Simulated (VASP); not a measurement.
Runs of VASP 6.6.1 on BaTiO3. Symmetry: P4mm, No. 99, tetragonal system. The conventional cell has a = 4.000 Å, b = 4.000 Å, c = 4.018 Å, α = 90.00°, β = 90.00°, γ = 90.00°. Within 3.7 Å of Ba (site symmetry 4mm) lie 12 O at 2.79 to 2.88 Å and 8 Ti at 3.45 to 3.49 Å. Ti (site symmetry 4mm) has 6 O at 1.89 to 2.13 Å within 2.5 Å. Within 2.5 Å of O (site symmetry 4mm) lie 2 Ti at 1.89 to 2.13 Å. O (site symmetry 2mm) has 2 Ti at 2.00 Å within 2.7 Å. 

| U | gap on the mesh (eV) | pressure (GPa) | largest force (eV/Å) |
| --- | --- | --- | --- |
| Ti d U = 1.0 eV | 1.88 | (b) | 0.14 |
| Ti d U = 3.0 eV | 2.12 | 6.7 | 0.32 |
| Ti d U = 7.0 eV | 2.66 | 10.0 | 0.92 |
| Ti d U = 5.0 eV | (a) | 8.3 | 0.62 |

Alike in all rows: task single point; level PBE+U; potentials or basis VASP PAW PBE potentials, release 64 (Ba_sv, Ti_sv, O); no spin polarisation; cell as given; k mesh 6 × 6 × 6; cutoff (eV) 520; smearing fermi-dirac 0.02 eV.

Problem. Estimate the missing entries.

Solution. (a) 2.38; (b) 5.0.

Caveats: spin-orbit coupling is left out, which moves the levels of the heavy elements.

A k mesh can miss the band edges, and the runs leave out spin-orbit coupling on Ba.
